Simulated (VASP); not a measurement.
A run of VASP 6.6.1:

The input INCAR:

```
SYSTEM = YHg
ALGO = Normal ; EDIFF = 1E-6
ENCUT = 520 ; ISIF = 2
ISMEAR = -1 ; LASPH = .True.
LCHARG = .False. ; LREAL = .False.
LWAVE = .False. ; NBANDS = 18
NELM = 80 ; PREC = Accurate
SIGMA = 0.05
```

Contents of KPOINTS:

```
k-points
0
Gamma
  10 10 10
  0 0 0
```

POSCAR

```
YHg
1.0
    3.4162093815      0.0000000000      0.0000000000
    0.0000000000      3.4162093815      0.0000000000
    0.0000000000      0.0000000000      3.4162093815
Y Hg
1 1
Direct
    0.5000000000      0.5000000000      0.5000000000
    0.0000000000      0.0000000000      0.0000000000
```

Potentials or basis: VASP PAW LDA potentials, release 64 (Y_sv, Hg).

Run with:

```sh
$ cat potpaw_LDA.64/Y_sv/POTCAR potpaw_LDA.64/Hg/POTCAR > POTCAR
$ mpirun -np 1 vasp_std > vasp.out
```

Hardware: 1 thread of Intel(R) Xeon(R) Platinum 8375C CPU @ 2.90GHz (Ice Lake), on a shared host.

Problem. Estimate the wall time of this run.

Solution. It took 28 s on 1 thread of Intel(R) Xeon(R) Platinum 8375C CPU @ 2.90GHz (Ice Lake), with other jobs on the host, peak memory 0.18 GiB. Counts: scf iterations 11, k points 56.
